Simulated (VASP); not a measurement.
# SnO2 (P4_2/mnm) in VASP: a series of runs

Runs on SnO2. Level: PBE. Tasks: single point.

All numbers are computed with VASP 6.6.1; they aren't measurements. Logs are shortened: lines on timing, memory, paths and dates and some standing lists are left out, and cuts for length are marked.

## 1. The cell of the first run

It takes space group P4_2/mnm (No. 136, tetragonal). Conventional cell: a = 4.827 Å, b = 4.827 Å, c = 3.238 Å, α = 90.00°, β = 90.00°, γ = 90.00°. Sn (site symmetry mmm) has 6 O at 2.09 Å within 2.8 Å. O (site symmetry m2m) has 3 Sn at 2.09 Å and 1 O at 2.64 Å within 2.8 Å.

## 2. Single point, PBE

Contents of INCAR:

```
SYSTEM = SnO2
PREC     = Accurate       ! precision mode
ENCUT    = 520            ! plane-wave cutoff, eV
EDIFF    = 1E-7           ! SCF threshold, eV
ISMEAR   = 0              ! smearing method
SIGMA    = 0.02           ! smearing width, eV
LREAL    = .FALSE.        ! projectors in reciprocal space
LASPH    = .TRUE.         ! aspherical terms in the spheres
NELM     = 100            ! most SCF steps
ALGO     = Normal         ! electronic algorithm
ISIF     = 2              ! what is computed and relaxed
LWAVE    = .FALSE.        ! write WAVECAR
LCHARG   = .FALSE.        ! write CHGCAR
GGA      = PE             ! functional
NBANDS   = 35             ! bands
```

Contents of KPOINTS:

```
regular mesh
0
G
  6 6 8
  0 0 0
```

Contents of POSCAR:

```
SnO2
1.0
    4.8271903476      0.0000000000      0.0000000000
    0.0000000000      4.8271903476      0.0000000000
    0.0000000000      0.0000000000      3.2381522477
Sn O
2 4
Direct
    0.5000000000      0.5000000000      0.5000000000
    0.0000000000      0.0000000000      0.0000000000
    0.1934234767      0.8065765233      0.5000000000
    0.8065765233      0.1934234767      0.5000000000
    0.3065765233      0.3065765233      0.0000000000
    0.6934234767      0.6934234767      0.0000000000
```

Potentials or basis: VASP PAW PBE potentials, release 64 (Sn_d, O).

Launch:

```console
cat potpaw_PBE.64/Sn_d/POTCAR potpaw_PBE.64/O/POTCAR > POTCAR
mpirun -np 1 vasp_std > vasp.out
```

OUTCAR:

```text
SYSTEM = SnO2
   PREC = Accurate
   ENCUT = 520
   EDIFF = 1E-7
   ISMEAR = 0
   LREAL = .FALSE.
   LASPH = .TRUE.
   NELM = 100
   ISIF = 2
   GGA = PE

 ion  position               nearest neighbor table
   1  0.500  0.500  0.500-   5 2.09   6 2.09   5 2.09   6 2.09   3 2.09   4 2.09
   2  0.000  0.000  0.000-   3 2.09   4 2.09   3 2.09   4 2.09   5 2.09   6 2.09
   3  0.193  0.807  0.500-   2 2.09   2 2.09   1 2.09
   4  0.807  0.193  0.500-   2 2.09   2 2.09   1 2.09
   5  0.307  0.307  0.000-   1 2.09   1 2.09   2 2.09
   6  0.693  0.693  0.000-   1 2.09   1 2.09   2 2.09

  LATTYP: Found a simple tetragonal cell.
 ALAT       =     4.8271903476
 C/A-ratio  =     0.6708151149

  Lattice vectors:

 A1 = (   4.8271903476,   0.0000000000,   0.0000000000)
 A2 = (   0.0000000000,   4.8271903476,   0.0000000000)
 A3 = (   0.0000000000,   0.0000000000,   3.2381522477)

Analysis of symmetry for initial positions (statically):
=====================================================================
 Subroutine PRICEL returns:
 Original cell was already a primitive cell.

 Routine SETGRP: Setting up the symmetry group for a
 simple tetragonal supercell.

 Subroutine GETGRP returns: Found 16 space group operations
 (whereof  8 operations were pure point group operations)
 out of a pool of 16 trial point group operations.

The static configuration has the point symmetry D_2h.
 The point group associated with its full space group is D_4h.

Analysis of symmetry for dynamics (positions and initial velocities):
=====================================================================
 Subroutine PRICEL returns:
 Original cell was already a primitive cell.

 Routine SETGRP: Setting up the symmetry group for a
 simple tetragonal supercell.

 Subroutine GETGRP returns: Found 16 space group operations
 (whereof  8 operations were pure point group operations)
 out of a pool of 16 trial point group operations.

The dynamic configuration has the point symmetry D_2h.
 The point group associated with its full space group is D_4h.

 Subroutine INISYM returns: Found 16 space group operations
 (whereof  8 operations are pure point group operations),
 and found     1 'primitive' translations

----------------------------------------------------------------------------------------
[... 101 lines left out ...]
   EDIFF  = 0.1E-06   stopping-criterion for ELM
   LREAL  =      F    real-space projection
   EDIFFG = 0.1E-05   stopping-criterion for IOM
   NSW    =      0    number of steps for IOM
   IBRION =     -1    ionic relax: 0-MD 1-quasi-New 2-CG
   NFREE  =      0    steps in history (QN), initial steepest desc. (CG)
   ISIF   =      2    stress and relaxation
   ISYM   =      2    0-nonsym 1-usesym 2-fastsym
   POTIM  = 0.5000    time-step for ionic-motion
   TEBEG  =    0.0;   TEEND  =   0.0 temperature during run
   PSTRESS=    0.0 pullay stress
   NELECT =      52.0000    total number of electrons
   NUPDOWN=      -1.0000    fix difference up-down
   EMIN   =  10.00;   EMAX   =-10.00  energy-range for DOS
   EFERMI =   0.00;   METHOD = LEGACY
   ISMEAR =     0;   SIGMA  =   0.02  broadening in eV -4-tet -1-fermi 0-gaus
   EFERMI_NEDOS =   21; number of points for ismear=-14 and -15
   IALGO  =     38    algorithm
   IMIX   =      4    mixing-type and parameters
     AMIX     =   0.40;   BMIX     =  1.00
     AMIX_MAG =   1.60;   BMIX_MAG =  1.00
  volume/ion in A,a.u.               =      12.58        84.87
  Fermi-wavevector in a.u.,A,eV,Ry     =   1.446041  2.732621 28.450248  2.091034
  Thomas-Fermi vector in A             =   2.564154
   LORBIT       =      0    0 simple, 1 ext, 2 COOP (PROOUT), +10 PAW based schemes
   GGA     = PE    functional components
   LHFCALC =     F    Hartree Fock is set to
   AEXX    =    0.0000 exact exchange contribution
   IVDW    =     0    specifies the selected vdW correction
   LEPSILON=     F    determine dielectric tensor
   LRPA    =     F    only Hartree local field effects (RPA)
 non-spin polarized calculation
 Gauss-broadening in eV      SIGMA  =   0.02
  energy-cutoff  :      520.00
  volume of cell :       75.45
 maximum number of plane-waves:      2068
 NGX is ok and might be reduce to    36
   NGX = 17   NGY = 17   NGZ = 13

 number of electron      52.0000002 magnetization

 Free energy of the ion-electron system (eV)
  ---------------------------------------------------
  ext. energy  EPLUGINS =         0.00000000
  ---------------------------------------------------
  free energy    TOTEN  =       -37.31095980 eV

  energy without entropy =      -37.31095980  energy(sigma->0) =      -37.31095980

 E-fermi :   5.6707     XC(G=0): -10.9765

 val. band max:        5.5324755427   @ k =   0.0000   0.0000   0.0000
 cond. band min:       6.2021726096   @ k =   0.0000   0.0000   0.0000
 fundamental gap:      0.6696970668
 Fermi energy:         5.6707463547

 k-point     1 :       0.0000    0.0000    0.0000
  band No.  band energies     occupation
      1     -15.5032      2.00000
      2     -14.8386      2.00000
      3     -14.6454      2.00000
      4     -14.6182      2.00000
      5     -14.6182      2.00000
      6     -14.5525      2.00000
[... 901 lines left out ...]
     34      17.5186      0.00000
     35      17.8020      0.00000

 [... further k-points ...]

------------------------ aborting loop because EDIFF is reached ----------------------------------------

  FORCE on cell =-STRESS in cart. coord.  units (eV):
  Direction    XX          YY          ZZ          XY          YZ          ZX
  --------------------------------------------------------------------------------------
  -------------------------------------------------------------------------------------
  Total        0.2464280      0.2464280      0.3812896     -0.0000000      0.0000000      0.0000000
  in kB        5.2325642      5.2325642      8.0961656     -0.0000000      0.0000000      0.0000000
  external PRESSURE =       6.1870980 kB  Pullay stress =       0.0000000 kB

 VOLUME and BASIS-vectors are now :
 -----------------------------------------------------------------------------
  energy-cutoff  :      520.00
  volume of cell :       75.45
      direct lattice vectors                 reciprocal lattice vectors
     4.827190348  0.000000000  0.000000000     0.207159844  0.000000000  0.000000000
     0.000000000  4.827190348  0.000000000     0.000000000  0.207159844  0.000000000
     0.000000000  0.000000000  3.238152248     0.000000000  0.000000000  0.308818092

 POSITION                                       TOTAL-FORCE (eV/Angst)
 -----------------------------------------------------------------------------------
      2.41360      2.41360      1.61908         0.000000      0.000000      0.000000
      0.00000      0.00000      0.00000         0.000000      0.000000      0.000000
      0.93369      3.89350      1.61908         0.011719     -0.011719      0.000000
      3.89350      0.93369      1.61908        -0.011719      0.011719     -0.000000
      1.47990      1.47990      0.00000        -0.011719     -0.011719      0.000000
      3.34729      3.34729      0.00000         0.011719      0.011719     -0.000000
 -----------------------------------------------------------------------------------
    total drift:                                0.000000      0.000000      0.000000

  FREE ENERGIE OF THE ION-ELECTRON SYSTEM (eV)
  ---------------------------------------------------
  free  energy   TOTEN  =       -37.3109597989 eV

  energy  without entropy=      -37.3109597989  energy(sigma->0) =      -37.31095980
```

stdout:

```text
POSCAR found type information on POSCAR SnO
 POSCAR found :  2 types and       6 ions
 scaLAPACK will be used
 LDA part: xc-table for (Slater+PW92), standard interpolation
 POSCAR, INCAR and KPOINTS ok, starting setup
 FFT: planning ... GRIDC
 FFT: planning ... GRID_SOFT
 FFT: planning ... GRID
 WAVECAR not read
 entering main loop
```

Run time: 2 min. Hardware: 1 thread of Intel Xeon 8259CL, shared host; peak memory 0.24 GiB.

What came out:

* Free energy: -37.3110 eV
* Pressure: 0.6 GPa
* Largest force: 0.017 eV/Å
* Band gap on the k mesh: 0.67 eV

Forces on the atoms (eV/Å):
```
Sn   0.000  0.000  0.000
Sn   0.000  0.000  0.000
O    0.012 -0.012  0.000
O   -0.012  0.012  0.000
O   -0.012 -0.012  0.000
O    0.012  0.012  0.000
```

Levels at points of the mesh, in eV from the valence-band top:
```tsv
k point	band 22	band 23	band 24	band 25	band 26	band 27	band 28	band 29	band 30	band 31
(0.00, 0.00, 0.00)	-1.26	-1.26	-0.74	-0.74	0.00	0.67	5.69	6.06	6.06	10.12
(0.50, 0.00, 0.00)	-1.90	-1.21	-1.21	-0.61	-0.61	3.88	3.88	6.81	6.81	10.40
(0.50, 0.50, 0.00)	-1.87	-1.33	-1.33	-0.85	-0.85	4.27	4.27	7.15	7.15	10.48
(0.00, 0.00, 0.50)	-2.58	-1.53	-1.53	-1.18	-1.18	5.59	5.59	9.36	9.36	10.31
(0.50, 0.00, 0.50)	-1.66	-1.02	-1.02	-0.75	-0.75	5.85	5.85	7.61	7.61	10.57
(0.50, 0.50, 0.50)	-2.43	-0.92	-0.92	-0.78	-0.78	4.35	4.35	8.61	8.61	10.57
```

Caveat: spin-orbit coupling is left out, which moves the levels of the heavy elements.

## 3. Single point, PBE (biaxial strain in the a-b plane: +1.5 %, then relaxed in part)

Contents of INCAR:

```
SYSTEM = SnO2
  ALGO = Normal
  EDIFF = 1E-6
  ENCUT = 520
  GGA = PE
  ISIF = 2
  ISMEAR = 0
  LASPH = .TRUE.
  LCHARG = .FALSE.
  LREAL = .FALSE.
  LWAVE = .FALSE.
  NBANDS = 35
  NELM = 100
  PREC = Accurate
  SIGMA = 0.02
```

Contents of KPOINTS:

```
k-points
0
G
  6 6 8
  0 0 0
```

Contents of POSCAR:

```
SnO2
1.0
    4.8995982029      0.0000000000      0.0000000000
    0.0000000000      4.8995982029      0.0000000000
    0.0000000000      0.0000000000      3.2073652323
Sn O
2 4
Direct
    0.5000000000      0.5000000000      0.5000000000
    0.0000000000      0.0000000000      0.0000000000
    0.1930539208      0.8069460792      0.5000000000
    0.8069460792      0.1930539208      0.5000000000
    0.3069460792      0.3069460792      0.0000000000
    0.6930539208      0.6930539208      0.0000000000
```

Potentials or basis: VASP PAW PBE potentials, release 64 (Sn_d, O).

Launch:

```console
cat potpaw_PBE.64/Sn_d/POTCAR potpaw_PBE.64/O/POTCAR > POTCAR
mpirun -np 1 vasp_std > vasp.out
```

Wall time 2.2 min (1 thread of Intel Xeon 8259CL, shared host); peak memory 0.25 GiB.

It converged, with:

```
Free energy            : -37.2897 eV
Pressure               : -1.9 GPa
Largest force          : 0.024 eV/Å
Band gap on the k mesh : 0.57 eV
```

Forces in eV/Å, atoms in the order of the input:
```
Sn   0.000  0.000  0.000
Sn   0.000  0.000  0.000
O    0.017 -0.017  0.000
O   -0.017  0.017  0.000
O   -0.017 -0.017  0.000
O    0.017  0.017  0.000
```

Stress tensor (GPa, compression positive):
```
-3.21  0.00  0.00
 0.00 -3.21  0.00
 0.00  0.00  0.79
```

Levels at points of the mesh, in eV from the valence-band top:
| k point | band 23 | band 24 | band 25 | band 26 | band 27 | band 28 | band 29 | band 30 |
| --- | --- | --- | --- | --- | --- | --- | --- | --- |
| (0.00, 0.00, 0.00) | -1.21 | -0.75 | -0.75 | 0.00 | 0.57 | 5.69 | 6.11 | 6.11 |
| (0.50, 0.00, 0.00) | -1.16 | -1.16 | -0.62 | -0.62 | 3.71 | 3.71 | 6.87 | 6.87 |
| (0.50, 0.50, 0.00) | -1.27 | -1.27 | -0.88 | -0.88 | 4.14 | 4.14 | 7.13 | 7.13 |
| (0.00, 0.00, 0.50) | -1.46 | -1.46 | -1.16 | -1.16 | 5.40 | 5.40 | 9.15 | 9.15 |
| (0.50, 0.00, 0.50) | -1.00 | -1.00 | -0.80 | -0.80 | 5.63 | 5.63 | 7.32 | 7.32 |
| (0.50, 0.50, 0.50) | -0.92 | -0.92 | -0.79 | -0.79 | 4.18 | 4.18 | 8.47 | 8.47 |

Caveat: the cell differs from its parent crystal (biaxial strain in the a-b plane: +1.5 %, then relaxed in part); spin-orbit coupling is left out, which moves the levels of the heavy elements.
